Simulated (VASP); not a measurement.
Here is a VASP 6.6.1 calculation.

The input INCAR:

```
SYSTEM = Ru
PREC = Accurate ; ENCUT = 520
EDIFF = 1E-7 ; ISMEAR = 0
SIGMA = 0.1 ; LREAL = .False.
LASPH = .True. ; NELM = 100
ALGO = Normal ; ISIF = 2
LWAVE = .False. ; LCHARG = .True.
GGA = PS ; LELF = .True.
LVHAR = .True. ; NBANDS = 13
```

The input KPOINTS:

```
Automatic mesh
0
Gamma
  8 8 8
  0 0 0
```

The input POSCAR:

```
Ru
1.0
    0.0000000000      1.8824600824      1.8824600824
    1.8824600824      0.0000000000      1.8824600824
    1.8824600824      1.8824600824      0.0000000000
Ru
1
Direct
    0.0000000000      0.0000000000      0.0000000000
```

Potentials or basis: VASP PAW PBE potentials, release 64 (Ru_pv).

The run is started by

```bash
$ cat potpaw_PBE.64/Ru_pv/POTCAR > POTCAR
$ mpirun -np 1 vasp_std > vasp.out
```

Task: Estimate the band gap on the k mesh.

Result: Zero (band 7 reaches 15.29 eV, above the bottom of band 8 at 12.05 eV).

Task: Estimate the pressure.

Result: -0.1 GPa.

Caveat: the k points lie up to 0.36 Å⁻¹ apart; the PAW data sets were made with another functional, which shifts forces and pressure a little.
